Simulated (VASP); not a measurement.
Set up this calculation in VASP 6.6.1, as the native input.

```
Task                   : relaxation of shape and atoms at fixed volume
Functional             : PBE
Potentials or basis    : VASP PAW PBE potentials, release 64 (Bi_d)
Cutoff                 : 600 eV
k mesh                 : 14 × 14 × 8
Occupations            : fermi-dirac, width 0.05 eV
Spin                   : no spin polarisation
Dipole correction      : no
Further INCAR settings : ALGO = Normal; EDIFF = 1e-06; IBRION = 2; EDIFFG = -0.005; NSW = 50; ISIF = 4
```

The structure of Bi lies in POSCAR:

```
Bi
1.0
    3.2316912780      0.0000000000      0.0000000000
   -1.6158456390      2.7987267439      0.0000000000
    0.0000000000      0.0000000000      5.3278655174
Bi
2
Direct
    0.3333333333      0.6666666667      0.2500000000
    0.6666666667      0.3333333333      0.7500000000
```

The input as run:

INCAR

```
SYSTEM = Bi
PREC = Accurate
ENCUT = 600
EDIFF = 1E-6
ISMEAR = -1
SIGMA = 0.05
LREAL = .False.
LASPH = .True.
NELM = 80
ALGO = Normal
ISIF = 4
LWAVE = .False.
LCHARG = .False.
GGA = PE
IBRION = 2
NSW = 50
EDIFFG = -0.005
```

KPOINTS

```
Automatic mesh
0
Gamma
  14 14 8
  0 0 0
```

Potentials or basis: VASP PAW PBE potentials, release 64 (Bi_d).

Launch:

```bash
$ cat potpaw_PBE.64/Bi_d/POTCAR > POTCAR
$ mpirun -np 1 vasp_std > vasp.out
```

It gave:

```json
{
 "Energy gained by relaxing": "1.4 meV/atom",
 "Ionic steps": "3",
 "Pressure after relaxing": "26.9 GPa",
 "Band gap on the k mesh": "zero (band 15 reaches 17.14 eV, above the bottom of band 16 at 8.10 eV)"
}
```

Caveat: spin-orbit coupling is left out, which moves the levels of the heavy elements.

It took 100 s on 1 thread of Intel(R) Xeon(R) 6975P-C (Granite Rapids) (shared host), peak memory 0.26 GiB.
